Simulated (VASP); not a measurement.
# Al32As (a cell with a defect) in VASP: single point with PBE

Aim: the single point of Al32As (a cell with a defect) with PBE.

Program: VASP 6.6.1. These are calculated values, not measurements. Logs are shortened: lines on timing, memory, paths and dates and some standing lists are left out, and cuts for length are marked.

**1. The cell of the first run**

The cell holds a defect, 33 atoms: a = 8.100 Å, b = 8.100 Å, c = 8.100 Å, α = 90.00°, β = 90.00°, γ = 90.00°.

**2. Single point, PBE**

INCAR

```
  ALGO = Normal
  EDIFF = 1E-6
  ENCUT = 520
  GGA = PE
  ISIF = 2
  ISMEAR = -1
  LASPH = True
  LCHARG = False
  LREAL = Auto
  LWAVE = False
  NBANDS = 72
  NELM = 80
  PREC = Accurate
  SIGMA = 0.05
```

KPOINTS

```
k-points
0
Gamma
  2 2 2
```

POSCAR

```
Al32As
1.0
    8.1000000000      0.0000000000      0.0000000000
    0.0000000000      8.1000000000      0.0000000000
    0.0000000000      0.0000000000      8.1000000000
Al As
32 1
Direct
    0.4935802469     -0.0074320988      0.0003086420
    0.7399876543      0.2416419753     -0.0044320988
    0.7588518519      0.0087283951      0.2560000000
    0.0020987654     -0.0071728395     -0.0079135802
    0.2734444444      0.2394814815     -0.0109753086
    0.4952716049      0.5036419753     -0.0688148148
    0.7617407407      0.7500123457      0.0074074074
    0.2310617284      0.0104938272      0.2330617284
    0.4801358025      0.1902962963      0.2514691358
    0.8086296296      0.5011728395      0.2585679012
    0.5047283951     -0.0071481481      0.5349753086
    0.7541851852      0.2510493827      0.5031975309
    0.7581481481     -0.0161604938      0.7488024691
    0.0104074074      0.4765802469     -0.0043209877
    0.2538024691      0.7476790123     -0.0000740741
    0.0032222222      0.2519259259      0.2411728395
    0.1992839506      0.4977901235      0.2514567901
    0.5006419753      0.8159753086      0.2486419753
    0.0022592593      0.0112345679      0.4956049383
    0.2535679012      0.2436666667      0.5047777778
    0.4913209877      0.4953950617      0.5536419753
    0.7476666667      0.7552345679      0.5079012346
    0.2440617284      0.0009012346      0.7707901235
    0.5051851852      0.2401975309      0.7552716049
    0.7625555556      0.5022098765      0.7542592593
    0.0012345679      0.7602839506      0.2602716049
    0.0139259259      0.5068024691      0.5192345679
    0.2599506173      0.7582592593      0.5164320988
   -0.0136913580      0.2439135802      0.7479506173
    0.2368271605      0.4930617284      0.7461975309
    0.5061851852      0.7502222222      0.7510123457
   -0.0050740741      0.7439382716      0.7386666667
    0.5041358025      0.5015679012      0.2561481481
```

Potentials or basis: VASP PAW PBE potentials, release 64 (Al, As).

On the command line:

```sh
cat potpaw_PBE.64/Al/POTCAR potpaw_PBE.64/As/POTCAR > POTCAR
mpirun -np 1 vasp_std > vasp.out
```

OUTCAR:

```text
EDIFF = 1E-6
   ENCUT = 520
   GGA = PE
   ISIF = 2
   ISMEAR = -1
   LASPH = True
   LREAL = Auto
   NELM = 80
   PREC = Accurate

 ion  position               nearest neighbor table
   1  0.494  0.993  0.000-  18 2.47   9 2.59   5 2.68  23 2.75  15 2.78  31 2.82  24 2.82   2 2.84
                             8 2.85   7 2.93  13 2.96   3 2.99
   2  0.740  0.242  0.996-  24 2.72  29 2.83   3 2.83   1 2.84  25 2.88  13 2.89  14 2.90  16 2.92
                             4 2.93   6 2.95   9 2.98  10 3.04
   3  0.759  0.009  0.256-  18 2.61   9 2.69  19 2.77  16 2.80  12 2.80  26 2.81   2 2.83  22 2.90
                             7 2.91   4 2.91   1 2.99  11 3.06
   4  0.002  0.993  0.992-  23 2.66   8 2.70   7 2.77  13 2.79  29 2.84  15 2.85  26 2.88  32 2.88
                             3 2.91  16 2.91   2 2.93   5 2.97
   5  0.273  0.239  0.989-  23 2.63  24 2.67   1 2.68   8 2.73   9 2.74   6 2.83  30 2.86  14 2.87
                             4 2.97  16 3.00  29 3.04  17 3.04
   6  0.495  0.504  0.931-  31 2.48  24 2.57  30 2.58  25 2.60  33 2.63   5 2.83  15 2.84   2 2.95
                             7 3.00  21 3.06
   7  0.762  0.750  0.007-   4 2.77  26 2.82  13 2.82  25 2.87  32 2.88  10 2.89   3 2.91  18 2.93
                             1 2.93  31 2.93  14 3.00   6 3.00
   8  0.231  0.010  0.233-   9 2.49  16 2.69  18 2.70   4 2.70   5 2.73  26 2.76  19 2.82   1 2.85
                            15 2.85  20 2.91  28 3.08  11 3.30
   9  0.480  0.190  0.251-   8 2.49  33 2.53   1 2.59   3 2.69   5 2.74  20 2.79  11 2.81   2 2.98
[... 32 lines left out ...]
                            12 2.88   2 2.88  31 2.89  24 2.97
  26  0.001  0.760  0.260-  10 2.62  17 2.66   8 2.76  19 2.79   3 2.81   7 2.82  22 2.87   4 2.88
                            27 2.94  15 2.94  28 2.95  14 3.14
  27  0.014  0.507  0.519-  30 2.58  32 2.62  17 2.64  10 2.69  25 2.79  29 2.83  28 2.85  20 2.89
                            26 2.94  22 2.95  12 2.96  16 3.06
  28  0.260  0.758  0.516-  11 2.75  31 2.76  32 2.80  30 2.85  27 2.85  23 2.85  21 2.85  19 2.93
                            26 2.95  18 2.95  17 3.05   8 3.08
  29  0.986  0.244  0.748-  12 2.73  14 2.76  25 2.77  19 2.78  13 2.80   2 2.83  27 2.83   4 2.84
                            30 2.86  23 2.88  20 2.93   5 3.04
  30  0.237  0.493  0.746-   6 2.58  27 2.58  21 2.59  14 2.73  20 2.81  32 2.82  28 2.85   5 2.86
                            29 2.86  15 2.91  24 2.99  31 3.02
  31  0.506  0.750  0.751-   6 2.48  21 2.61  11 2.63  28 2.76  22 2.78  13 2.78   1 2.82  15 2.87
                            25 2.89   7 2.93  23 2.94  30 3.02
  32  0.995  0.744  0.739-  27 2.62  25 2.72  13 2.73  22 2.74  28 2.80  30 2.82   4 2.88   7 2.88
                            23 2.91  19 2.93  15 2.98  14 3.01
  33  0.504  0.502  0.256-  21 2.41  10 2.47  17 2.47   9 2.53  18 2.55   6 2.63

  LATTYP: Found a simple cubic cell.
 ALAT       =     8.1000000000

  Lattice vectors:

 A1 = (   8.1000000000,   0.0000000000,   0.0000000000)
 A2 = (   0.0000000000,   8.1000000000,   0.0000000000)
 A3 = (   0.0000000000,   0.0000000000,   8.1000000000)

Analysis of symmetry for initial positions (statically):
=====================================================================
 Subroutine PRICEL returns:
 Original cell was already a primitive cell.

 Routine SETGRP: Setting up the symmetry group for a
 simple cubic supercell.

 Subroutine GETGRP returns: Found  1 space group operations
 (whereof  1 operations were pure point group operations)
 out of a pool of 48 trial point group operations.

The static configuration has the point symmetry C_1 .

Analysis of symmetry for dynamics (positions and initial velocities):
=====================================================================
 Subroutine PRICEL returns:
 Original cell was already a primitive cell.

 Routine SETGRP: Setting up the symmetry group for a
 simple cubic supercell.

 Subroutine GETGRP returns: Found  1 space group operations
 (whereof  1 operations were pure point group operations)
 out of a pool of 48 trial point group operations.

The dynamic configuration has the point symmetry C_1 .

 Subroutine INISYM returns: Found  1 space group operations
 (whereof  1 operations are pure point group operations),
 and found     1 'primitive' translations

----------------------------------------------------------------------------------------

                                     Primitive cell

  volume of cell :     531.4410

  direct lattice vectors                    reciprocal lattice vectors
     8.100000000  0.000000000  0.000000000     0.123456790  0.000000000  0.000000000
     0.000000000  8.100000000  0.000000000     0.000000000  0.123456790  0.000000000
     0.000000000  0.000000000  8.100000000     0.000000000  0.000000000  0.123456790

  length of vectors
     8.100000000  8.100000000  8.100000000     0.123456790  0.123456790  0.123456790

  position of ions in fractional coordinates (direct lattice)
     0.493580247  0.992567901  0.000308642
     0.739987654  0.241641975  0.995567901
     0.758851852  0.008728395  0.256000000
     0.002098765  0.992827160  0.992086420
     0.273444444  0.239481482  0.989024691
     0.495271605  0.503641975  0.931185185
[... 25 lines left out ...]
     0.994925926  0.743938272  0.738666667
     0.504135803  0.501567901  0.256148148

  ion indices of the primitive-cell ions
   primitive index   ion index
                 1           1
                 2           2
                 3           3
                 4           4
                 5           5
                 6           6
[... 25 lines left out ...]
                32          32
                33          33

----------------------------------------------------------------------------------------

 KPOINTS: k-points

Automatic generation of k-mesh.
 Grid dimensions read from file:
 generate k-points for:    2    2    2

 Generating k-lattice:

  Cartesian coordinates                     Fractional coordinates (reciprocal lattice)
     0.061728395  0.000000000  0.000000000     0.500000000  0.000000000  0.000000000
     0.000000000  0.061728395  0.000000000     0.000000000  0.500000000  0.000000000
     0.000000000  0.000000000  0.061728395     0.000000000  0.000000000  0.500000000

  Length of vectors
     0.061728395  0.061728395  0.061728395

  Shift w.r.t. Gamma in fractional coordinates (k-lattice)
     0.000000000  0.000000000  0.000000000

 Subroutine IBZKPT returns following result:
 ===========================================

 Found      8 irreducible k-points:

 Following reciprocal coordinates:
            Coordinates               Weight
  0.000000  0.000000  0.000000      1.000000
  0.500000  0.000000  0.000000      1.000000
  0.000000  0.500000  0.000000      1.000000
  0.000000  0.000000  0.500000      1.000000
  0.500000  0.500000  0.000000      1.000000
  0.000000  0.500000  0.500000      1.000000
  0.500000  0.000000  0.500000      1.000000
  0.500000  0.500000  0.500000      1.000000
   k-points           NKPTS =      8   k-points in BZ     NKDIM =      8   number of bands    NBANDS=     72
   number of dos      NEDOS =    301   number of ions     NIONS =     33
   total plane-waves  NPLWV = 216000
   dimension x,y,z NGX =    60 NGY =   60 NGZ =   60
   dimension x,y,z NGXF=   120 NGYF=  120 NGZF=  120
   ions per type =              32   1
   NGX,Y,Z   is equivalent  to a cutoff of  12.31, 12.31, 12.31 a.u.
   NGXF,Y,Z  is equivalent  to a cutoff of  24.63, 24.63, 24.63 a.u.
 SYSTEM =  unknown system
   PREC   = accura    normal or accurate (medium, high low for compatibility)
   ISTART =      0    job   : 0-new  1-cont  2-samecut
   ICHARG =      2    charge: 1-file 2-atom 10-const
   ISPIN  =      1    spin polarized calculation?
   LNONCOLLINEAR =      F non collinear calculations
   LSORBIT =      F    spin-orbit coupling
   LASPH  =      T    aspherical Exc in radial PAW
   ENCUT  =  520.0 eV  38.22 Ry    6.18 a.u.  15.06 15.06 15.06*2*pi/ulx,y,z
   NELM   =     80;   NELMIN=  2; NELMDL= -5     # of ELM steps
   EDIFF  = 0.1E-05   stopping-criterion for ELM
   LREAL  =      T    real-space projection
   EDIFFG = 0.1E-04   stopping-criterion for IOM
   NSW    =      0    number of steps for IOM
   IBRION =     -1    ionic relax: 0-MD 1-quasi-New 2-CG
   NFREE  =      0    steps in history (QN), initial steepest desc. (CG)
   ISIF   =      2    stress and relaxation
   ISYM   =      2    0-nonsym 1-usesym 2-fastsym
   POTIM  = 0.5000    time-step for ionic-motion
   TEBEG  =    0.0;   TEEND  =   0.0 temperature during run
   PSTRESS=    0.0 pullay stress
   NELECT =     101.0000    total number of electrons
   NUPDOWN=      -1.0000    fix difference up-down
   EMIN   =  10.00;   EMAX   =-10.00  energy-range for DOS
   EFERMI =   0.00;   METHOD = LEGACY
   ISMEAR =    -1;   SIGMA  =   0.05  broadening in eV -4-tet -1-fermi 0-gaus
   EFERMI_NEDOS =   21; number of points for ismear=-14 and -15
   IALGO  =     38    algorithm
   IMIX   =      4    mixing-type and parameters
     AMIX     =   0.40;   BMIX     =  1.00
     AMIX_MAG =   1.60;   BMIX_MAG =  1.00
  volume/ion in A,a.u.               =      16.10       108.68
  Fermi-wavevector in a.u.,A,eV,Ry     =   0.941233  1.778672 12.053656  0.885919
  Thomas-Fermi vector in A             =   2.068723
   LORBIT       =      0    0 simple, 1 ext, 2 COOP (PROOUT), +10 PAW based schemes
   GGA     = PE    functional components
   LHFCALC =     F    Hartree Fock is set to
   AEXX    =    0.0000 exact exchange contribution
   IVDW    =     0    specifies the selected vdW correction
   LEPSILON=     F    determine dielectric tensor
   LRPA    =     F    only Hartree local field effects (RPA)
 non-spin polarized calculation
  energy-cutoff  :      520.00
  volume of cell :      531.44
 maximum number of plane-waves:     14400
   NGX = 31   NGY = 31   NGZ = 31

 number of electron     101.0000000 magnetization

 Free energy of the ion-electron system (eV)
  ---------------------------------------------------
  ext. energy  EPLUGINS =         0.00000000
  ---------------------------------------------------
  free energy    TOTEN  =      -122.09849037 eV

  energy without entropy =     -122.01835566  energy(sigma->0) =     -122.05842301

 E-fermi :   8.2246     XC(G=0): -10.2999

 val. band max:        8.2024365613   @ k =   0.5000   0.0000   0.0000
 cond. band min:       8.2334833249   @ k =   0.5000   0.0000   0.5000
 fundamental gap:      0.0310467636
 Fermi energy:         8.2245504757

 k-point     1 :       0.0000    0.0000    0.0000
  band No.  band energies     occupation
      1      -4.6301      2.00000
      2      -2.7023      2.00000
      3      -1.2043      2.00000
      4      -1.1378      2.00000
      5      -0.9129      2.00000
      6      -0.6884      2.00000
[... 509 lines left out ...]
     61      10.8901      0.00000
     62      10.9144      0.00000
 [bands above 62 left out]

------------------------ aborting loop because EDIFF is reached ----------------------------------------

  FORCE on cell =-STRESS in cart. coord.  units (eV):
  Direction    XX          YY          ZZ          XY          YZ          ZX
  --------------------------------------------------------------------------------------
  -------------------------------------------------------------------------------------
  Total       17.2868867     17.8193709     18.2491541      1.9538687      0.3218714      1.5937125
  in kB       52.1161482     53.7214707     55.0171723      5.8904830      0.9703711      4.8046915
  external PRESSURE =      53.6182637 kB  Pullay stress =       0.0000000 kB

 VOLUME and BASIS-vectors are now :
 -----------------------------------------------------------------------------
  energy-cutoff  :      520.00
  volume of cell :      531.44
      direct lattice vectors                 reciprocal lattice vectors
     8.100000000  0.000000000  0.000000000     0.123456790  0.000000000  0.000000000
     0.000000000  8.100000000  0.000000000     0.000000000  0.123456790  0.000000000
     0.000000000  0.000000000  8.100000000     0.000000000  0.000000000  0.123456790

 POSITION                                       TOTAL-FORCE (eV/Angst)
 -----------------------------------------------------------------------------------
      3.99800      8.03980      0.00250         0.696351      0.035482     -1.308388
      5.99390      1.95730      8.06410         0.268672      0.000441      0.202818
      6.14670      0.07070      2.07360         0.251959      0.053896     -0.099834
      0.01700      8.04190      8.03590        -0.365410      0.205274      0.237472
      2.21490      1.93980      8.01110        -0.916192      0.690405      0.207702
      4.01170      4.07950      7.54260         0.173086     -0.350114      1.490622
[... 25 lines left out ...]
      8.05890      6.02590      5.98320         0.445422      0.389547      0.676546
      4.08350      4.06270      2.07480         0.160749      0.153852     -0.976096
 -----------------------------------------------------------------------------------
    total drift:                                0.010112     -0.012610     -0.011701

  FREE ENERGIE OF THE ION-ELECTRON SYSTEM (eV)
  ---------------------------------------------------
  free  energy   TOTEN  =      -122.0984903726 eV

  energy  without entropy=     -122.0183556564  energy(sigma->0) =     -122.05842301
```

Wall time 2.6 min (1 thread of AMD EPYC 9R45 (Zen 5), shared host); peak memory 0.54 GiB.

What came out:

| Property | Result |
| --- | --- |
| Free energy | -122.0985 eV |
| Pressure | 5.4 GPa |
| Largest force | 1.541 eV/Å |
| Band gap on the k mesh | zero (an odd number of electrons rules out a gap without spin polarisation) |

Forces on the atoms (eV/Å):
```
Al   0.696  0.035 -1.308
Al   0.269  0.000  0.203
Al   0.252  0.054 -0.100
Al  -0.365  0.205  0.237
Al  -0.916  0.690  0.208
Al   0.173 -0.350  1.491
Al  -0.090 -0.103 -0.086
Al  -0.512 -0.751  0.624
Al   0.920  0.469  0.662
Al  -0.124  0.168 -0.057
Al  -0.212  0.488 -0.726
Al  -0.175  0.002 -0.043
Al  -0.144  0.549  0.401
Al  -0.300  0.548 -0.587
Al  -0.431 -0.274 -0.058
Al  -0.209 -0.940  0.169
Al   0.350  0.385  0.156
Al  -0.161 -0.685  0.945
Al   0.149 -0.346  0.191
Al  -0.221 -0.198  0.053
Al   0.447 -0.049  0.232
Al   0.140 -0.268 -0.483
Al   0.083 -0.233 -0.947
Al   0.204 -0.638 -0.444
Al   0.156 -0.131 -0.145
Al   0.157  0.275 -0.052
Al  -0.526 -0.375 -0.539
Al  -0.321  0.182 -0.461
Al   0.463 -0.094  0.148
Al  -0.322  0.007  0.428
Al  -0.038  0.834  0.188
Al   0.445  0.390  0.677
As   0.161  0.154 -0.976
```

Levels at points of the mesh, in eV from the Fermi level:
```csv
k point,band 47,band 48,band 49,band 50,band 51,band 52
"(0.00, 0.00, 0.00)",-0.55,-0.41,0.03,0.10,0.15,0.22
"(0.50, 0.00, 0.00)",-0.73,-0.65,-0.55,-0.36,-0.25,-0.02
"(0.00, 0.50, 0.00)",-0.76,-0.60,-0.51,-0.41,-0.31,0.06
"(0.00, 0.00, 0.50)",-0.74,-0.64,-0.57,-0.52,-0.40,0.11
"(0.50, 0.50, 0.00)",-0.85,-0.60,0.01,0.09,0.27,0.36
"(0.00, 0.50, 0.50)",-0.84,-0.64,0.05,0.13,0.21,0.35
"(0.50, 0.00, 0.50)",-0.80,-0.63,0.01,0.10,0.24,0.35
"(0.50, 0.50, 0.50)",-0.96,-0.93,-0.88,-0.85,-0.81,-0.72
```

Caveat: the k points lie up to 0.39 Å⁻¹ apart, too coarse for converged energies and pressures of a metal.

The gap in the log of VASP goes by the Fermi energy; the results here count the filled bands.